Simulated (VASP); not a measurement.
# ZrO2 (Cubic zirconia) (Fm-3m) in VASP: further runs

The runs below take ZrO2 (Cubic zirconia) through single point, relaxation of cell and atoms, with PBE+D3(BJ).

Program: VASP 6.6.1. These are calculated values, not measurements. Logs are shortened: lines on timing, memory, paths and dates and some standing lists are left out, and cuts for length are marked.

**1. The cell of the first run**

It takes space group Fm-3m (No. 225, cubic). The conventional cell has a = 5.088 Å, b = 5.088 Å, c = 5.088 Å, α = 90.00°, β = 90.00°, γ = 90.00°. Within 2.9 Å of Zr (site symmetry m-3m) lie 8 O at 2.20 Å. Within 2.9 Å of O (site symmetry -43m) lie 4 Zr at 2.20 Å and 6 O at 2.54 Å.

**2. Single point, PBE+D3(BJ)**

INCAR

```
PREC = Accurate ; ENCUT = 600
EDIFF = 1E-6 ; ISMEAR = 0
SIGMA = 0.02 ; LREAL = False
LASPH = True ; NELM = 120
ALGO = Normal ; ISIF = 2
LWAVE = False ; LCHARG = False
GGA = PE ; IVDW = 12
NBANDS = 19 ; GGA_COMPAT = False
```

KPOINTS

```
Automatic mesh
0
Gamma
  8 8 8
```

POSCAR

```
ZrO2
1.0
    0.0000000000      2.5438032206      2.5438032206
    2.5438032206      0.0000000000      2.5438032206
    2.5438032206      2.5438032206      0.0000000000
Zr O
1 2
Direct
    0.0000000000      0.0000000000      0.0000000000
    0.2500000000      0.2500000000      0.2500000000
    0.7500000000      0.7500000000      0.7500000000
```

Potentials or basis: VASP PAW PBE potentials, release 64 (Zr_sv, O).

Command:

```bash
cat potpaw_PBE.64/Zr_sv/POTCAR potpaw_PBE.64/O/POTCAR > POTCAR
mpirun -np 1 vasp_std > vasp.out
```

OUTCAR:

```text
PREC = Accurate
   ENCUT = 600
   EDIFF = 1E-6
   ISMEAR = 0
   LREAL = False
   LASPH = True
   NELM = 120
   ISIF = 2
   GGA = PE
   IVDW = 12
 IVDW          = 12

 ion  position               nearest neighbor table
   1  0.000  0.000  0.000-   3 2.20   3 2.20   3 2.20   2 2.20   3 2.20   2 2.20   2 2.20   2 2.20

   2  0.250  0.250  0.250-   1 2.20   1 2.20   1 2.20   1 2.20
   3  0.750  0.750  0.750-   1 2.20   1 2.20   1 2.20   1 2.20

  LATTYP: Found a face centered cubic cell.
 ALAT       =     5.0876064412

  Lattice vectors:

 A1 = (   0.0000000000,   2.5438032206,   2.5438032206)
 A2 = (   2.5438032206,   0.0000000000,   2.5438032206)
 A3 = (   2.5438032206,   2.5438032206,   0.0000000000)

Analysis of symmetry for initial positions (statically):
=====================================================================
 Subroutine PRICEL returns:
 Original cell was already a primitive cell.

 Routine SETGRP: Setting up the symmetry group for a
 face centered cubic supercell.

 Subroutine GETGRP returns: Found 48 space group operations
[... 9 lines left out ...]

 Routine SETGRP: Setting up the symmetry group for a
 face centered cubic supercell.

 Subroutine GETGRP returns: Found 48 space group operations
[... 11 lines left out ...]
                                     Primitive cell

  volume of cell :      32.9216

  direct lattice vectors                    reciprocal lattice vectors
     0.000000000  2.543803221  2.543803221    -0.196556084  0.196556084  0.196556084
     2.543803221  0.000000000  2.543803221     0.196556084 -0.196556084  0.196556084
     2.543803221  2.543803221  0.000000000     0.196556084  0.196556084 -0.196556084

  length of vectors
     3.597481015  3.597481015  3.597481015     0.340445124  0.340445124  0.340445124

  position of ions in fractional coordinates (direct lattice)
     0.000000000  0.000000000  0.000000000
     0.250000000  0.250000000  0.250000000
     0.750000000  0.750000000  0.750000000

  ion indices of the primitive-cell ions
   primitive index   ion index
                 1           1
                 2           2
                 3           3

----------------------------------------------------------------------------------------

 KPOINTS: Automatic mesh

Automatic generation of k-mesh.
 Grid dimensions read from file:
 generate k-points for:    8    8    8

 Generating k-lattice:

  Cartesian coordinates                     Fractional coordinates (reciprocal lattice)
    -0.024569511  0.024569511  0.024569511     0.125000000  0.000000000  0.000000000
     0.024569511 -0.024569511  0.024569511     0.000000000  0.125000000  0.000000000
     0.024569511  0.024569511 -0.024569511     0.000000000  0.000000000  0.125000000

  Length of vectors
     0.042555641  0.042555641  0.042555641

  Shift w.r.t. Gamma in fractional coordinates (k-lattice)
     0.000000000  0.000000000  0.000000000

 Subroutine IBZKPT returns following result:
 ===========================================

 Found     29 irreducible k-points:

 Following reciprocal coordinates:
            Coordinates               Weight
  0.000000  0.000000  0.000000      1.000000
  0.125000  0.000000  0.000000      8.000000
  0.250000  0.000000  0.000000      8.000000
  0.375000  0.000000  0.000000      8.000000
  0.500000  0.000000  0.000000      4.000000
  0.125000  0.125000  0.000000      6.000000
[... 16 lines left out ...]
  0.500000  0.250000  0.125000     48.000000
 -0.375000  0.250000  0.125000     24.000000
 [... further k-points ...]
   k-points           NKPTS =     29   k-points in BZ     NKDIM =     29   number of bands    NBANDS=     19
   number of dos      NEDOS =    301   number of ions     NIONS =      3
   total plane-waves  NPLWV =  27000
   dimension x,y,z NGX =    30 NGY =   30 NGZ =   30
   dimension x,y,z NGXF=    60 NGYF=   60 NGZF=   60
   ions per type =               1   2
   NGX,Y,Z   is equivalent  to a cutoff of  13.86, 13.86, 13.86 a.u.
   NGXF,Y,Z  is equivalent  to a cutoff of  27.73, 27.73, 27.73 a.u.
 SYSTEM =  unknown system
   PREC   = accura    normal or accurate (medium, high low for compatibility)
   ISTART =      0    job   : 0-new  1-cont  2-samecut
   ICHARG =      2    charge: 1-file 2-atom 10-const
   ISPIN  =      1    spin polarized calculation?
   LNONCOLLINEAR =      F non collinear calculations
   LSORBIT =      F    spin-orbit coupling
   LASPH  =      T    aspherical Exc in radial PAW
   ENCUT  =  600.0 eV  44.10 Ry    6.64 a.u.   7.19  7.19  7.19*2*pi/ulx,y,z
   NELM   =    120;   NELMIN=  2; NELMDL= -5     # of ELM steps
   EDIFF  = 0.1E-05   stopping-criterion for ELM
   LREAL  =      F    real-space projection
   EDIFFG = 0.1E-04   stopping-criterion for IOM
   NSW    =      0    number of steps for IOM
   IBRION =     -1    ionic relax: 0-MD 1-quasi-New 2-CG
   NFREE  =      0    steps in history (QN), initial steepest desc. (CG)
   ISIF   =      2    stress and relaxation
   ISYM   =      2    0-nonsym 1-usesym 2-fastsym
   POTIM  = 0.5000    time-step for ionic-motion
   TEBEG  =    0.0;   TEEND  =   0.0 temperature during run
   PSTRESS=    0.0 pullay stress
   NELECT =      24.0000    total number of electrons
   NUPDOWN=      -1.0000    fix difference up-down
   EMIN   =  10.00;   EMAX   =-10.00  energy-range for DOS
   EFERMI =   0.00;   METHOD = LEGACY
   ISMEAR =     0;   SIGMA  =   0.02  broadening in eV -4-tet -1-fermi 0-gaus
   EFERMI_NEDOS =   21; number of points for ismear=-14 and -15
   IALGO  =     38    algorithm
   IMIX   =      4    mixing-type and parameters
     AMIX     =   0.40;   BMIX     =  1.00
     AMIX_MAG =   1.60;   BMIX_MAG =  1.00
  volume/ion in A,a.u.               =      10.97        74.06
  Fermi-wavevector in a.u.,A,eV,Ry     =   1.473392  2.784308 29.536682  2.170885
  Thomas-Fermi vector in A             =   2.588291
   LORBIT       =      0    0 simple, 1 ext, 2 COOP (PROOUT), +10 PAW based schemes
   GGA     = PE    functional components
   LHFCALC =     F    Hartree Fock is set to
   AEXX    =    0.0000 exact exchange contribution
   IVDW    =    12    specifies the selected vdW correction
   LEPSILON=     F    determine dielectric tensor
   LRPA    =     F    only Hartree local field effects (RPA)
 non-spin polarized calculation
 Gauss-broadening in eV      SIGMA  =   0.02
  energy-cutoff  :      600.00
  volume of cell :       32.92
 maximum number of plane-waves:      1124
 NGX is ok and might be reduce to    30
   NGX = 15   NGY = 15   NGZ = 15

 number of electron      23.9999995 magnetization

 Free energy of the ion-electron system (eV)
  ---------------------------------------------------
  ext. energy  EPLUGINS =         0.00000000
  ---------------------------------------------------
  free energy    TOTEN  =       -28.56457851 eV

  energy without entropy =      -28.56457851  energy(sigma->0) =      -28.56457851

 E-fermi :   7.4489     XC(G=0): -11.7901

 val. band max:        7.2374928307   @ k =   0.5000   0.5000   0.0000
 cond. band min:      10.5955002585   @ k =   0.0000   0.0000   0.0000
 fundamental gap:      3.3580074279
 Fermi energy:         7.4488701683

 k-point     1 :       0.0000    0.0000    0.0000
  band No.  band energies     occupation
      1     -40.8435      2.00000
      2     -18.6640      2.00000
      3     -18.6640      2.00000
      4     -18.6640      2.00000
      5     -10.9650      2.00000
      6      -8.4030      2.00000
[... 11 lines left out ...]
     18      16.6215      0.00000
     19      21.6351      0.00000

 k-point     2 :       0.1250    0.0000    0.0000
  band No.  band energies     occupation
      1     -40.8366      2.00000
      2     -18.7762      2.00000
      3     -18.6744      2.00000
      4     -18.6744      2.00000
      5     -10.7475      2.00000
      6      -8.5593      2.00000
[... 11 lines left out ...]
     18      16.3939      0.00000
     19      21.3013      0.00000

 k-point     3 :       0.2500    0.0000    0.0000
  band No.  band energies     occupation
      1     -40.8200      2.00000
      2     -19.0287      2.00000
      3     -18.6994      2.00000
      4     -18.6994      2.00000
      5     -10.2801      2.00000
      6      -8.8388      2.00000
[... 11 lines left out ...]
     18      16.3387      0.00000
     19      20.6176      0.00000

 k-point     4 :       0.3750    0.0000    0.0000
  band No.  band energies     occupation
      1     -40.8033      2.00000
      2     -19.2603      2.00000
      3     -18.7241      2.00000
      4     -18.7241      2.00000
      5     -10.0158      2.00000
      6      -8.8613      2.00000
[... 11 lines left out ...]
     18      16.6417      0.00000
     19      20.7142      0.00000

 k-point     5 :       0.5000    0.0000    0.0000
  band No.  band energies     occupation
      1     -40.7963      2.00000
      2     -19.3511      2.00000
      3     -18.7343      2.00000
      4     -18.7343      2.00000
      5     -10.0047      2.00000
      6      -8.7563      2.00000
[... 11 lines left out ...]
     18      16.2815      0.00000
     19      21.2670      0.00000
[... 334 lines left out ...]
      2     -19.4062      2.00000
      3     -18.8390      2.00000
      4     -18.8390      2.00000
      5      -9.6191      2.00000
      6      -8.8409      2.00000
[... 11 lines left out ...]
     18      20.7205      0.00000
     19      20.9114      0.00000

 k-point    22 :       0.3750    0.2500    0.1250
  band No.  band energies     occupation
      1     -40.8076      2.00000
      2     -19.1075      2.00000
      3     -18.8105      2.00000
      4     -18.7321      2.00000
      5      -9.8488      2.00000
      6      -9.0918      2.00000
[... 11 lines left out ...]
     18      17.0103      0.00000
     19      21.4093      0.00000

 k-point    23 :       0.5000    0.2500    0.1250
  band No.  band energies     occupation
      1     -40.7941      2.00000
      2     -19.2168      2.00000
      3     -18.9025      2.00000
      4     -18.7604      2.00000
      5      -9.5945      2.00000
      6      -9.1126      2.00000
[... 11 lines left out ...]
     18      17.8168      0.00000
     19      21.5809      0.00000

 k-point    24 :      -0.3750    0.2500    0.1250
  band No.  band energies     occupation
      1     -40.7886      2.00000
      2     -19.2578      2.00000
      3     -18.9411      2.00000
      4     -18.7742      2.00000
      5      -9.6084      2.00000
      6      -8.9892      2.00000
[... 11 lines left out ...]
     18      17.9168      0.00000
     19      21.8415      0.00000

 [... further k-points ...]

------------------------ aborting loop because EDIFF is reached ----------------------------------------

 Edisp (eV)   -0.80220

 E8    (eV) :    -0.3429

  FORCE on cell =-STRESS in cart. coord.  units (eV):
  Direction    XX          YY          ZZ          XY          YZ          ZX
  --------------------------------------------------------------------------------------
  -------------------------------------------------------------------------------------
  Total       0.01646     0.01646     0.01646     0.00000     0.00000     0.00000
  in kB       0.80103     0.80103     0.80103     0.00000     0.00000     0.00000
  external pressure =        0.80 kB  Pullay stress =        0.00 kB

 VOLUME and BASIS-vectors are now :
 -----------------------------------------------------------------------------
  energy-cutoff  :      600.00
  volume of cell :       32.92
      direct lattice vectors                 reciprocal lattice vectors
     0.000000000  2.543803221  2.543803221    -0.196556084  0.196556084  0.196556084
     2.543803221  0.000000000  2.543803221     0.196556084 -0.196556084  0.196556084
     2.543803221  2.543803221  0.000000000     0.196556084  0.196556084 -0.196556084

 POSITION                                       TOTAL-FORCE (eV/Angst)
 -----------------------------------------------------------------------------------
      0.00000      0.00000      0.00000         0.000000     -0.000000     -0.000000
      1.27190      1.27190      1.27190         0.000000      0.000000     -0.000000
      3.81570      3.81570      3.81570        -0.000000     -0.000000      0.000000
 -----------------------------------------------------------------------------------
    total drift:                                0.000000     -0.000000      0.000000

  FREE ENERGIE OF THE ION-ELECTRON SYSTEM (eV)
  ---------------------------------------------------
  free  energy   TOTEN  =       -29.3667814753 eV

  energy  without entropy=      -29.3667814753  energy(sigma->0) =      -29.36678148
```

It took 26 s on 1 thread of AMD EPYC 9R45 (Zen 5), shared host; peak memory 0.16 GiB.

What came out:

| Quantity | Value |
| --- | --- |
| Free energy | -29.3668 eV |
| Pressure | 0.1 GPa |
| Band gap on the k mesh | 3.36 eV, indirect (least direct gap 3.80 eV) |
| Dispersion energy per atom | -0.267 eV |

Levels at points of the mesh, in eV from the valence-band top:
```tsv
k point	band 8	band 9	band 10	band 11	band 12	band 13	band 14	band 15	band 16	band 17
(0.00, 0.00, 0.00)	-5.24	-5.24	-0.53	-0.53	-0.53	3.36	3.36	6.59	9.38	9.38
(0.50, 0.00, 0.00)	-4.22	-2.53	-2.47	-1.64	-1.64	4.00	4.00	6.10	8.48	8.48
(0.50, 0.50, 0.00)	-3.15	-3.15	-1.51	-1.51	0.00	3.80	4.75	5.84	7.29	7.29
```

**3. Relaxation of cell and atoms, PBE+D3(BJ)**

This run uses another cell than the first one, of 11.16 Å³/atom, 1.017 times its volume.

INCAR

```
SYSTEM = ZrO2
PREC = Accurate
ENCUT = 600
EDIFF = 1E-7
ISMEAR = 0
SIGMA = 0.02
LREAL = .False.
LASPH = .True.
NELM = 120
ALGO = Normal
ISIF = 3
LWAVE = .False.
LCHARG = .False.
GGA = PE
IVDW = 12
IBRION = 2
NSW = 70
EDIFFG = -0.005
GGA_COMPAT = .False.
NELMIN = 4
```

KPOINTS

```
Automatic mesh
0
Gamma
  8 8 8
  0 0 0
```

POSCAR

```
ZrO2
1.0
    0.0000000000      2.5578982120      2.5578982120
    2.5578982120      0.0000000000      2.5578982120
    2.5578982120      2.5578982120      0.0000000000
Zr O
1 2
Direct
    0.0000000000      0.0000000000      0.0000000000
    0.2500000000      0.2500000000      0.2500000000
    0.7500000000      0.7500000000      0.7500000000
```

Potentials or basis: VASP PAW PBE potentials, release 64 (Zr_sv, O).

Command:

```bash
cat potpaw_PBE.64/Zr_sv/POTCAR potpaw_PBE.64/O/POTCAR > POTCAR
mpirun -np 1 vasp_std > vasp.out
```

Run time: 54 s. Hardware: 1 thread of AMD EPYC 9R45 (Zen 5), shared host; peak memory 0.16 GiB.

It converged, with:

| Item | Value |
| --- | --- |
| Free energy | -29.3684 eV |
| Relaxed volume | 10.98 Å³/atom |
| Relaxed cell | a = 3.598 Å, b = 3.598 Å, c = 3.598 Å, α = 60.00°, β = 60.00°, γ = 60.00° |
| Space group after relaxing (to 0.05 Å) | Fm-3m (No. 225) |
| Energy gained by relaxing | 2.2 meV/atom |
| Ionic steps | 3 |
| Pressure after relaxing | 0.0 GPa |
| Band gap on the k mesh | 3.36 eV, indirect (least direct gap 3.80 eV) |
| Dispersion energy per atom | -0.267 eV |

Step by step:
| step | energy change (eV) | largest force (eV/Å) | pressure (GPa) | volume (Å³) |
| --- | --- | --- | --- | --- |
| 1 | 0.0000 | 0.0000 | -3.85 | 33.47 |
| 2 | 0.0066 | 0.0000 | 5.84 | 32.19 |
| 3 | -0.0066 | 0.0000 | -0.02 | 32.93 |

Final structure:
```
CELL_PARAMETERS angstrom
0.00000 2.54410 2.54410
2.54410 0.00000 2.54410
2.54410 2.54410 0.00000
ATOMIC_POSITIONS crystal
Zr 0.00000 0.00000 0.00000
O 0.25000 0.25000 0.25000
O 0.75000 0.75000 0.75000
```

Levels at points of the mesh, in eV from the valence-band top:
| k point | band 10 | band 11 | band 12 | band 13 | band 14 | band 15 |
| --- | --- | --- | --- | --- | --- | --- |
| (0.00, 0.00, 0.00) | -0.53 | -0.53 | -0.53 | 3.36 | 3.36 | 6.59 |
| (0.50, 0.00, 0.00) | -2.47 | -1.64 | -1.64 | 4.00 | 4.00 | 6.10 |
| (0.50, 0.50, 0.00) | -1.51 | -1.51 | 0.00 | 3.80 | 4.74 | 5.84 |
